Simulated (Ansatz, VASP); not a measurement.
# Two plane-wave programs on Mg3Sb2

```xyz
5
Lattice="4.5820 0.0000 0.0000 -2.2910 3.9681 0.0000 0.0000 0.0000 7.2440" Properties=species:S:1:pos:R:3 pbc="T T T"
Mg    0.0000    2.6454    4.5916
Mg    2.2910    1.3227    2.6524
Mg    0.0000    0.0000    0.0000
Sb    0.0000    2.6454    1.6586
Sb    2.2910    1.3227    5.5854
```

Alike in both runs: functional r2SCAN; k mesh 6 × 6 × 4; occupations gaussian, width 0.02 eV; no spin polarisation.

Ansatz relaxed the structure, and its values are those at the end. VASP's run is a single point on that final structure, the one shown.

```csv
,VASP,Ansatz
version,VASP 6.6.1,Ansatz 0.2.0
potentials or method,"VASP PAW PBE potentials, release 64 (Mg, Sb), cutoff 660 eV","scalar-relativistic, plane waves, PAW"
valence electrons in the cell,16,60
```

Ansatz gave:

* gap on the k mesh at the Fermi level (eV): 0.60
* least direct gap on the mesh (eV): 1.75
* pressure (GPa): -0.3
* rms of the force components (eV/Å): 0.002

Q: Which values does VASP return?

A: gap on the k mesh at the Fermi level (eV): 0.56; least direct gap on the mesh (eV): 1.73; pressure (GPa): -0.3; rms of the force components (eV/Å): 0.005.

VASP's potentials were made for PBE, not for r2SCAN. VASP's potentials hold 16 valence electrons a cell and Ansatz's 60, so a difference there can come from the potentials and not from the codes. Ansatz's warnings: stress scf threshold loose.

Spin-orbit coupling is off throughout.
